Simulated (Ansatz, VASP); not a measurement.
## Two plane-wave programs on CrO2

Contents of INCAR:

```
  ALGO = Normal
  EDIFF = 1E-6
  ENCUT = 600
  GGA = PE
  GGA_COMPAT = F
  ISIF = 2
  ISMEAR = -1
  ISPIN = 2
  KPAR = 4
  LASPH = T
  LCHARG = F
  LMAXMIX = 4
  LORBIT = 11
  LREAL = F
  LWAVE = F
  MAGMOM = 3 3 0 0 0 0
  NBANDS = 37
  NELM = 200
  PREC = Accurate
  SIGMA = 0.05
```

The input KPOINTS:

```
k-points
0
Gamma
  6 6 9
```

The input POSCAR:

```
CrO2
1.0
    4.4210000000      0.0000000000      0.0000000000
    0.0000000000      4.4210000000      0.0000000000
    0.0000000000      0.0000000000      2.9170000000
Cr O
2 4
Direct
    0.4954430000      0.4977630000      0.5022320000
   -0.0006800000      0.0088440000      0.0128170000
    0.8009280000      0.2026670000      0.5053670000
    0.7079600000      0.7004110000     -0.0056560000
    0.2048790000      0.8105410000      0.5158860000
    0.2976110000      0.3128790000     -0.0045420000
```

File input.yaml:

```yaml
crystal:
  lattice:
    - [4.421, 0.0, 0.0]
    - [0.0, 4.421, 0.0]
    - [0.0, 0.0, 2.917]
  atoms:
    - { symbol: Cr, position: [0.495443, 0.497763, 0.502232], spin: 3.0 }
    - { symbol: Cr, position: [-0.00068, 0.008844, 0.012817], spin: 3.0 }
    - { symbol: O, position: [0.800928, 0.202667, 0.505367] }
    - { symbol: O, position: [0.70796, 0.700411, -0.005656] }
    - { symbol: O, position: [0.204879, 0.810541, 0.515886] }
    - { symbol: O, position: [0.297611, 0.312879, -0.004542] }
hamiltonian:
  xc: pbe
  pseudopotentials: { kind: paw }
magnetization:
  spin_polarized: true
kpoints:
  mp_grid: { grid: [6, 6, 9] }
scf:
  occupations: { method: fermi_dirac, width: 0.05 }
output:
  forces: true
  stress: true
  eigenvalues: true
```

Change from the starting cell: atoms moved at random, drawn with an rms of 0.05 Å.

Alike in both runs: task single point; functional PBE; k mesh 6 × 6 × 9; occupations fermi-dirac, width 0.05 eV; collinear spin.

```csv
,VASP,Ansatz
version,VASP 6.6.1,Ansatz 0.2.0
potentials or method,"VASP PAW PBE potentials, release 64 (Cr_pv, O)",Ansatz PAW
plane-wave cutoff (eV),600,420
valence electrons in the cell,48,52
```

VASP gave:

```
gap on the k mesh at the Fermi level (eV)                     : none
pressure (GPa)                                                : 2.7
traceless stress, the component that is largest in VASP (GPa) : 0.80
rms of the force components (eV/Å)                            : 0.400
net moment per atom (μB)                                      : 0.67
size of the moment on the site where the two differ most (μB) : 2.10
```

Problem. Which values does Ansatz return?

Solution. gap on the k mesh at the Fermi level (eV): none; pressure (GPa): 2.5; traceless stress, the component that is largest in VASP (GPa): 0.87; rms of the force components (eV/Å): 0.399; net moment per atom (μB): 0.67; size of the moment on the site where the two differ most (μB): 1.72.

Site moments also hang on the region over which each program counts them. Atom by atom the forces differ by 0.008 eV/Å (rms over components). A gap of «none» marks a metal or a gap that the smearing closes. The functional is the same, so the differences come from potentials, cutoffs and numerics. VASP's potentials hold 48 valence electrons a cell and Ansatz's 52, so a difference there can come from the potentials and not from the codes.
